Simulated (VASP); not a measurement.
## HOs2: single point with PBE

The system is HOs2.

```xyz
3
Lattice="1.3933 0.8044 4.6054 -1.3933 0.8044 4.6054 0.0000 -1.6088 4.6054" Properties=species:S:1:pos:R:3 pbc="T T T"
H     0.0000    0.0000    0.0000
Os    0.0000    0.0000   10.4468
Os    0.0000    0.0000    3.3695
```

| Property | Result |
| --- | --- |
| Program | VASP 6.6.1 |
| Task | single point |
| Functional | PBE |
| Potentials or basis | VASP PAW PBE potentials, release 64 (H, Os) |
| Cutoff | 520 eV |
| k mesh | 6 × 6 × 6 |
| Occupations | gaussian, width 0.1 eV |
| Spin | no spin polarisation |
| Dipole correction | no |
| Further INCAR settings | ALGO = Normal; EDIFF = 1e-07; NBANDS = 16 |

```
Pressure      : 0.3 GPa
Largest force : 0.056 eV/Å
```

Forces on the atoms (eV/Å):
```
H    0.000  0.000  0.000
Os   0.000  0.000  0.056
Os   0.000  0.000 -0.056
```

Stress tensor (GPa, compression positive):
```
0.40 0.00 0.00
0.00 0.40 0.00
0.00 0.00 0.21
```

Levels at points of the mesh, in eV from the Fermi level:
```tsv
k point	band 5	band 6	band 7	band 8	band 9	band 10	band 11	band 12	band 13	band 14
(0.00, 0.00, 0.00)	-3.36	-3.09	-3.09	-2.59	-0.45	-0.45	1.69	1.69	6.29	9.40
(0.50, 0.00, 0.00)	-3.57	-2.83	-1.81	-0.92	1.83	2.02	3.50	3.66	6.50	7.34
(0.50, 0.50, 0.00)	-3.36	-3.08	0.91	1.58	1.71	1.84	2.24	2.37	6.84	7.66
(0.50, 0.50, 0.50)	-2.83	-2.83	-2.72	-2.72	-0.64	-0.64	0.18	0.18	7.34	10.57
```

Run time: 75 s on 1 thread of AMD EPYC 7R13 Processor (Zen 3), with other jobs on the host, peak memory 0.17 GiB.

Caveat: the k points lie up to 0.44 Å⁻¹ apart; spin-orbit coupling is left out, which moves the levels of the heavy elements.
